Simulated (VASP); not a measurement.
Wanted: the native input for a VASP 6.6.1 run.

| Quantity | Value |
| --- | --- |
| Task | single point |
| Functional | LDA |
| Potentials or basis | VASP PAW LDA potentials, release 64 (Mo_sv, C) |
| Cutoff | 520 eV |
| k mesh | 9 × 9 × 1 |
| Occupations | gaussian, width 0.1 eV |
| Spin | no spin polarisation |
| Dipole correction | yes |
| Further INCAR settings | ALGO = Normal; EDIFF = 1e-06; NBANDS = 38 |

The structure of Mo4C lies in POSCAR:

```
Mo4C
1.0
    3.1111816891      0.0000000000      0.0000000000
    0.0000000000      3.1111816891      0.0000000000
    0.0000000000      0.0000000000     21.5098172784
Mo C
4 1
Direct
    0.5000000000      0.5000000000      0.1859615983
    0.0000000000      0.0000000000      0.2582816382
    0.5000000000      0.5000000000      0.3325055024
    0.0000000000      0.0000000000      0.3956248056
    0.5000000000      0.5000000000      0.5513676441
```

The input as run:

INCAR

```
SYSTEM = Mo4C
ALGO = Normal ; DIPOL = 0.5 0.5 0.345
EDIFF = 1E-6 ; ENCUT = 520
GGA = CA ; IDIPOL = 3
ISIF = 2 ; ISMEAR = 0
LASPH = .True. ; LCHARG = .False.
LDIPOL = .True. ; LREAL = .False.
LWAVE = .False. ; NBANDS = 38
NELM = 80 ; PREC = Accurate
SIGMA = 0.1
```

KPOINTS

```
k-points
0
Gamma
  9 9 1
  0 0 0
```

Potentials or basis: VASP PAW LDA potentials, release 64 (Mo_sv, C).

Run with:

```console
$ cat potpaw_LDA.64/Mo_sv/POTCAR potpaw_LDA.64/C/POTCAR > POTCAR
$ mpirun -np 1 vasp_std > vasp.out
```

Results of the run:

| Property | Result |
| --- | --- |
| Largest force | 1.770 eV/Å |
| Band gap on the k mesh | zero (band 30 reaches 1.35 eV, above the bottom of band 31 at 0.28 eV) |

Run time: 110 s on 1 thread of Intel(R) Xeon(R) 6975P-C (Granite Rapids), on a shared host, peak memory 0.29 GiB.
